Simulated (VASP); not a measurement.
Crystal: Al2Cu.

```xyz
6
Lattice="1.4503 -2.5093 -0.0086 -4.3201 -2.4914 -0.0706 -0.0674 -0.0604 -6.2960" Properties=species:S:1:pos:R:3 pbc="T T T"
Al   -2.9640   -3.3389   -5.3249
Al   -0.0647   -3.4419   -5.1690
Al   -1.5415   -4.1030   -1.1321
Al   -0.0084   -1.7271   -1.2269
Cu   -1.3952   -2.5803   -3.1642
Cu   -4.2729   -2.4926   -3.1480
```

- Program: VASP 6.6.1
- Task: relaxation of cell and atoms
- Functional: PBE
- Potentials or basis: VASP PAW PBE potentials, release 64 (Al, Cu)
- Cutoff: 600 eV
- k mesh: 8 × 4 × 4
- Occupations: gaussian, width 0.2 eV
- Spin: no spin polarisation

At the start: pressure -1.6 GPa; volume 15.16 Å³/atom.

**Question.** Where does the relaxation end?

**Answer.** Over 12 steps the energy falls by 35.3 meV/atom and the volume is 14.76 Å³/atom (-2.7 %); space group P1 (No. 1, to 0.1 Å) before, C2/m (No. 12, to 0.1 Å).

The path:
```tsv
step	energy change (eV)	largest force (eV/Å)	pressure (GPa)	volume (Å³)
1	0.0000	0.9954	-1.62	90.98
2	-0.1145	0.5580	-0.07	88.97
3	-0.1468	0.2813	1.95	87.16
4	-0.1755	0.2398	-0.34	89.02
5	-0.1758	0.2480	-0.51	89.22
6	-0.1910	0.1950	-0.28	88.95
7	-0.2044	0.1085	0.24	88.41
8	-0.2102	0.0516	-0.17	88.71
9	-0.2102	0.0492	-0.17	88.73
10	-0.2114	0.0295	0.11	88.41
11	-0.2114	0.0280	0.14	88.36
12	-0.2120	0.0226	-0.05	88.53
```

Final structure:
```xyz
6
Lattice="1.3916 -2.4283 -0.0001 -4.3497 -2.5303 -0.0012 -0.0008 -0.0008 -6.2864" Properties=species:S:1:pos:R:3 pbc="T T T"
Al   -2.9294   -3.3230   -5.1388
Al   -1.4448   -0.8472   -5.1359
Al   -1.5074   -4.1130   -1.1499
Al   -0.0307   -1.6358   -1.1514
Cu   -1.4852   -2.4821   -3.1438
Cu   -2.9581   -4.9563   -3.1440
```
